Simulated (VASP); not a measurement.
# AgPd4 in VASP: further runs

Runs on AgPd4. Level: LDA. Tasks: single point.

Program: VASP 6.6.1. These are calculated values, not measurements. Logs are shortened: lines on timing, memory, paths and dates and some standing lists are left out, and cuts for length are marked.

## Step 1: The cell of the first run

The cell holds a slab with vacuum, 5 atoms: a = 2.715 Å, b = 2.715 Å, c = 24.869 Å, α = 90.00°, β = 90.00°, γ = 120.00°.

## Step 2: Single point, LDA

The input, INCAR:

```
ALGO = Normal
DIPOL = 0.5 0.5 0.500
EDIFF = 1E-6
ENCUT = 520
IDIPOL = 3
ISIF = 2
ISMEAR = -1
LASPH = True
LCHARG = False
LDIPOL = True
LREAL = False
LWAVE = False
NBANDS = 34
NELM = 100
PREC = Accurate
SIGMA = 0.05
```

The input, KPOINTS:

```
k-points
0
Gamma
  15 15 1
```

The input, POSCAR:

```
AgPd4
1.0
    2.7154616620      0.0000000000      0.0000000000
   -1.3577308310      2.3516587823      0.0000000000
    0.0000000000      0.0000000000     24.8687000000
Ag Pd
1 4
Direct
    0.8333333333      0.1666666667      0.3221083647
    0.1666666667      0.8333333333      0.4113102892
    0.5000000000      0.5000000000      0.4999999996
    0.8333333333      0.1666666667      0.5886897115
    0.1666666667      0.8333333333      0.6778916350
```

Potentials or basis: VASP PAW LDA potentials, release 64 (Ag, Pd).

Launch:

```console
$ cat potpaw_LDA.64/Ag/POTCAR potpaw_LDA.64/Pd/POTCAR > POTCAR
$ mpirun -np 1 vasp_std > vasp.out
```

OUTCAR:

```text
EDIFF = 1E-6
   ENCUT = 520
   ISIF = 2
   ISMEAR = -1
   LASPH = True
   LREAL = False
   NELM = 100
   PREC = Accurate

 ion  position               nearest neighbor table
   1  0.833  0.167  0.322-   2 2.72   2 2.72   2 2.72
   2  0.167  0.833  0.411-   3 2.71   3 2.71   3 2.71   1 2.72   1 2.72   1 2.72
   3  0.500  0.500  0.500-   2 2.71   2 2.71   2 2.71   4 2.71   4 2.71   4 2.71
   4  0.833  0.167  0.589-   3 2.71   3 2.71   3 2.71   5 2.72   5 2.72   5 2.72
   5  0.167  0.833  0.678-   4 2.72   4 2.72   4 2.72

  LATTYP: Found a hexagonal cell.
 ALAT       =     2.7154616620
 C/A-ratio  =     9.1581849039

  Lattice vectors:

 A1 = (   2.7154616620,   0.0000000000,   0.0000000000)
 A2 = (  -1.3577308310,   2.3516587823,   0.0000000000)
 A3 = (   0.0000000000,   0.0000000000,  24.8687000000)

Analysis of symmetry for initial positions (statically):
=====================================================================
 Subroutine PRICEL returns:
 Original cell was already a primitive cell.

 Routine SETGRP: Setting up the symmetry group for a
 hexagonal supercell.

 Subroutine GETGRP returns: Found  6 space group operations
 (whereof  2 operations were pure point group operations)
 out of a pool of 24 trial point group operations.

The static configuration has the point symmetry C_1h.
 The point group associated with its full space group is C_3v.

Analysis of symmetry for dynamics (positions and initial velocities):
=====================================================================
 Subroutine PRICEL returns:
 Original cell was already a primitive cell.

 Routine SETGRP: Setting up the symmetry group for a
 hexagonal supercell.

 Subroutine GETGRP returns: Found  6 space group operations
 (whereof  2 operations were pure point group operations)
 out of a pool of 24 trial point group operations.

The dynamic configuration has the point symmetry C_1h.
 The point group associated with its full space group is C_3v.

 Subroutine INISYM returns: Found  6 space group operations
 (whereof  2 operations are pure point group operations),
 and found     1 'primitive' translations

----------------------------------------------------------------------------------------

                                     Primitive cell

  volume of cell :     158.8075

  direct lattice vectors                    reciprocal lattice vectors
     2.715461662  0.000000000  0.000000000     0.368261506  0.212615879  0.000000000
    -1.357730831  2.351658782  0.000000000     0.000000000  0.425231759  0.000000000
     0.000000000  0.000000000 24.868700000     0.000000000  0.000000000  0.040211189

  length of vectors
     2.715461662  2.715461662 24.868700000     0.425231759  0.425231759  0.040211189

  position of ions in fractional coordinates (direct lattice)
     0.833333333  0.166666667  0.322108365
     0.166666667  0.833333333  0.411310289
     0.500000000  0.500000000  0.500000000
     0.833333333  0.166666667  0.588689712
     0.166666667  0.833333333  0.677891635

  ion indices of the primitive-cell ions
   primitive index   ion index
                 1           1
                 2           2
                 3           3
                 4           4
                 5           5

----------------------------------------------------------------------------------------

 KPOINTS: k-points

Automatic generation of k-mesh.
 Grid dimensions read from file:
 generate k-points for:   15   15    1

 Generating k-lattice:

  Cartesian coordinates                     Fractional coordinates (reciprocal lattice)
     0.024550767  0.014174392  0.000000000     0.066666667  0.000000000  0.000000000
     0.000000000  0.028348784  0.000000000     0.000000000  0.066666667  0.000000000
     0.000000000  0.000000000  0.040211189     0.000000000  0.000000000  1.000000000

  Length of vectors
     0.028348784  0.028348784  0.040211189

  Shift w.r.t. Gamma in fractional coordinates (k-lattice)
     0.000000000  0.000000000  0.000000000

 Subroutine IBZKPT returns following result:
 ===========================================

 Found     27 irreducible k-points:

 Following reciprocal coordinates:
            Coordinates               Weight
  0.000000  0.000000  0.000000      1.000000
  0.066667  0.000000  0.000000      6.000000
  0.133333  0.000000  0.000000      6.000000
  0.200000  0.000000  0.000000      6.000000
  0.266667  0.000000  0.000000      6.000000
  0.333333  0.000000  0.000000      6.000000
[... 16 lines left out ...]
  0.333333  0.200000  0.000000     12.000000
  0.400000  0.200000  0.000000      6.000000
 [... further k-points ...]
   k-points           NKPTS =     27   k-points in BZ     NKDIM =     27   number of bands    NBANDS=     34
   number of dos      NEDOS =    301   number of ions     NIONS =      5
   total plane-waves  NPLWV =  76800
   dimension x,y,z NGX =    20 NGY =   20 NGZ =  192
   dimension x,y,z NGXF=    40 NGYF=   40 NGZF=  384
   ions per type =               1   4
   NGX,Y,Z   is equivalent  to a cutoff of  12.24, 12.24, 12.84 a.u.
   NGXF,Y,Z  is equivalent  to a cutoff of  24.49, 24.49, 25.67 a.u.
 SYSTEM =  unknown system
   PREC   = accura    normal or accurate (medium, high low for compatibility)
   ISTART =      0    job   : 0-new  1-cont  2-samecut
   ICHARG =      2    charge: 1-file 2-atom 10-const
   ISPIN  =      1    spin polarized calculation?
   LNONCOLLINEAR =      F non collinear calculations
   LSORBIT =      F    spin-orbit coupling
   LASPH  =      T    aspherical Exc in radial PAW
   ENCUT  =  520.0 eV  38.22 Ry    6.18 a.u.   5.05  5.05 46.24*2*pi/ulx,y,z
   NELM   =    100;   NELMIN=  2; NELMDL= -5     # of ELM steps
   EDIFF  = 0.1E-05   stopping-criterion for ELM
   LREAL  =      F    real-space projection
   EDIFFG = 0.1E-04   stopping-criterion for IOM
   NSW    =      0    number of steps for IOM
   IBRION =     -1    ionic relax: 0-MD 1-quasi-New 2-CG
   NFREE  =      0    steps in history (QN), initial steepest desc. (CG)
   ISIF   =      2    stress and relaxation
   ISYM   =      2    0-nonsym 1-usesym 2-fastsym
   POTIM  = 0.5000    time-step for ionic-motion
   TEBEG  =    0.0;   TEEND  =   0.0 temperature during run
   PSTRESS=    0.0 pullay stress
   NELECT =      51.0000    total number of electrons
   NUPDOWN=      -1.0000    fix difference up-down
   EMIN   =  10.00;   EMAX   =-10.00  energy-range for DOS
   EFERMI =   0.00;   METHOD = LEGACY
   ISMEAR =    -1;   SIGMA  =   0.05  broadening in eV -4-tet -1-fermi 0-gaus
   EFERMI_NEDOS =   21; number of points for ismear=-14 and -15
   IALGO  =     38    algorithm
   IMIX   =      4    mixing-type and parameters
     AMIX     =   0.40;   BMIX     =  1.00
     AMIX_MAG =   1.60;   BMIX_MAG =  1.00
  volume/ion in A,a.u.               =      31.76       214.34
  Fermi-wavevector in a.u.,A,eV,Ry     =   1.121092  2.118556 17.100441  1.256847
  Thomas-Fermi vector in A             =   2.257743
   LORBIT       =      0    0 simple, 1 ext, 2 COOP (PROOUT), +10 PAW based schemes
   GGA     = CA    functional components
   LHFCALC =     F    Hartree Fock is set to
   AEXX    =    0.0000 exact exchange contribution
   IVDW    =     0    specifies the selected vdW correction
   LEPSILON=     F    determine dielectric tensor
   LRPA    =     F    only Hartree local field effects (RPA)
 non-spin polarized calculation
  energy-cutoff  :      520.00
  volume of cell :      158.81
 maximum number of plane-waves:      4323
   NGX = 11   NGY = 11   NGZ = 93

 dipolmoment           0.000000      0.000000     -0.146546 electrons x Angstroem

 number of electron      51.0000003 magnetization

 dipolmoment           0.000000      0.000000      0.022244 electrons x Angstroem

 Free energy of the ion-electron system (eV)
  ---------------------------------------------------
  ext. energy  EPLUGINS =         0.00000000
  ---------------------------------------------------
  free energy    TOTEN  =       -28.59440443 eV

  energy without entropy =      -28.52558679  energy(sigma->0) =      -28.55999561

 E-fermi :   1.6761     XC(G=0):  -6.8819

 val. band max:        1.6574662230   @ k =   0.4667   0.0000   0.0000
 cond. band min:       1.6799765337   @ k =   0.3333   0.0000   0.0000
 fundamental gap:      0.0225103107
 Fermi energy:         1.6760597116

 k-point     1 :       0.0000    0.0000    0.0000
  band No.  band energies     occupation
      1      -5.7692      2.00000
      2      -5.1592      2.00000
      3      -4.5528      2.00000
      4      -4.0208      2.00000
      5      -3.6594      2.00000
      6      -2.9224      2.00000
[... 26 lines left out ...]
     33       7.2621      0.00000
     34       7.7923      0.00000

 k-point     2 :       0.0667    0.0000    0.0000
  band No.  band energies     occupation
      1      -5.6238      2.00000
      2      -5.0197      2.00000
      3      -4.4342      2.00000
      4      -3.8981      2.00000
      5      -3.5326      2.00000
      6      -2.9797      2.00000
[... 26 lines left out ...]
     33       7.3885      0.00000
     34       7.9016      0.00000

 k-point     3 :       0.1333    0.0000    0.0000
  band No.  band energies     occupation
      1      -5.2153      2.00000
      2      -4.6387      2.00000
      3      -4.1229      2.00000
      4      -3.5739      2.00000
      5      -3.2018      2.00000
      6      -3.0965      2.00000
[... 26 lines left out ...]
     33       7.7682      0.00000
     34       8.2229      0.00000
[... 704 lines left out ...]
 k-point    23 :       0.3333    0.2000    0.0000
  band No.  band energies     occupation
      1      -3.9906      2.00000
      2      -3.8667      2.00000
      3      -3.3085      2.00000
      4      -3.1480      2.00000
      5      -2.9432      2.00000
      6      -2.8113      2.00000
[... 26 lines left out ...]
     33      10.2787      0.00000
     34      11.2165      0.00000

 k-point    24 :       0.4000    0.2000    0.0000
  band No.  band energies     occupation
      1      -4.0261      2.00000
      2      -3.8976      2.00000
      3      -3.3311      2.00000
      4      -3.1699      2.00000
      5      -2.9731      2.00000
      6      -2.8408      2.00000
[... 26 lines left out ...]
     33       9.9889      0.00000
     34      11.0561      0.00000

 [... further k-points ...]

------------------------ aborting loop because EDIFF is reached ----------------------------------------

 vacuum level on the upper side and lower side of the slab       (xc-potential included)         0.148        -0.484

  FORCE on cell =-STRESS in cart. coord.  units (eV):
  Direction    XX          YY          ZZ          XY          YZ          ZX
  --------------------------------------------------------------------------------------
  -------------------------------------------------------------------------------------
  Total       -0.3799038     -0.3799038      1.4727670     -0.0000000     -0.0000000     -0.0000000
  in kB       -3.8327731     -3.8327731     14.8584517     -0.0000000     -0.0000000     -0.0000000
  external PRESSURE =       2.3976352 kB  Pullay stress =       0.0000000 kB

 VOLUME and BASIS-vectors are now :
 -----------------------------------------------------------------------------
  energy-cutoff  :      520.00
  volume of cell :      158.81
      direct lattice vectors                 reciprocal lattice vectors
     2.715461662  0.000000000  0.000000000     0.368261506  0.212615879  0.000000000
    -1.357730831  2.351658782  0.000000000     0.000000000  0.425231759  0.000000000
     0.000000000  0.000000000 24.868700000     0.000000000  0.000000000  0.040211189

 POSITION                                       TOTAL-FORCE (eV/Angst)
 -----------------------------------------------------------------------------------
      2.03660      0.39194      8.01042         0.000000      0.000000     -0.416267
     -0.67887      1.95972     10.22875        -0.000000      0.000000      0.239929
      0.67887      1.17583     12.43435         0.000000      0.000000      0.112081
      2.03660      0.39194     14.63995        -0.000000      0.000000      0.040051
     -0.67887      1.95972     16.85828        -0.000000      0.000000      0.024206
 -----------------------------------------------------------------------------------
    total drift:                               -0.000000      0.000000     -0.000277

  FREE ENERGIE OF THE ION-ELECTRON SYSTEM (eV)
  ---------------------------------------------------
  free  energy   TOTEN  =       -28.5944044258 eV

  energy  without entropy=      -28.5255867857  energy(sigma->0) =      -28.55999561

 vacuum level on the upper side and lower side of the slab         7.212         6.558
```

Wall time 3 min (1 thread of Intel Xeon Platinum 8559C (Emerald Rapids), shared host); peak memory 0.29 GiB.

Results:

| Item | Value |
| --- | --- |
| Free energy | -28.5944 eV |
| Largest force | 0.416 eV/Å |
| Band gap on the k mesh | zero (an odd number of electrons rules out a gap without spin polarisation) |

Forces on the atoms (eV/Å):
```
Ag   0.000  0.000 -0.416
Pd   0.000  0.000  0.240
Pd   0.000  0.000  0.112
Pd   0.000  0.000  0.040
Pd   0.000  0.000  0.024
```

Levels at points of the mesh, in eV from the Fermi level:
```tsv
k point	band 23	band 24	band 25	band 26	band 27	band 28
(0.00, 0.00, 0.00)	-1.31	-1.11	-1.11	-0.56	-0.56	-0.09
```

## Step 3: Single point, LDA

The input, INCAR:

```
PREC     = Accurate       # precision mode
ENCUT    = 520            # plane-wave cutoff, eV
EDIFF    = 1E-6           # SCF threshold, eV
ISMEAR   = -1             # smearing method
SIGMA    = 0.05           # smearing width, eV
LREAL    = False          # projectors in reciprocal space
LASPH    = True           # aspherical terms in the spheres
NELM     = 60             # most SCF steps
ALGO     = Normal         # electronic algorithm
ISIF     = 2              # what is computed and relaxed
LWAVE    = False          # write WAVECAR
LCHARG   = False          # write CHGCAR
LDIPOL   = True         
IDIPOL   = 3            
DIPOL    = 0.5 0.5 0.500
GGA      = CA             # functional
NBANDS   = 34             # bands
```

The input, KPOINTS:

```
Automatic mesh
0
Gamma
  15 15 1
```

POSCAR is that of step 2.

Potentials or basis: VASP PAW LDA potentials, release 64 (Ag, Pd).

Launch:

```console
$ cat potpaw_LDA.64/Ag/POTCAR potpaw_LDA.64/Pd/POTCAR > POTCAR
$ mpirun -np 1 vasp_std > vasp.out
```

Wall time 2.9 min (1 thread of Intel Xeon Platinum 8559C (Emerald Rapids), shared host); peak memory 0.29 GiB.

It converged, with:

```
Free energy            : -28.5944 eV
Largest force          : 0.416 eV/Å
Band gap on the k mesh : zero (an odd number of electrons rules out a gap without spin polarisation)
```

Forces on the atoms (eV/Å):
```
Ag   0.000  0.000 -0.416
Pd   0.000  0.000  0.240
Pd   0.000  0.000  0.112
Pd   0.000  0.000  0.040
Pd   0.000  0.000  0.024
```

Levels at points of the mesh, in eV from the Fermi level:
| k point | band 22 | band 23 | band 24 | band 25 | band 26 | band 27 | band 28 | band 29 |
| --- | --- | --- | --- | --- | --- | --- | --- | --- |
| (0.00, 0.00, 0.00) | -1.31 | -1.31 | -1.11 | -1.11 | -0.56 | -0.56 | -0.09 | -0.09 |
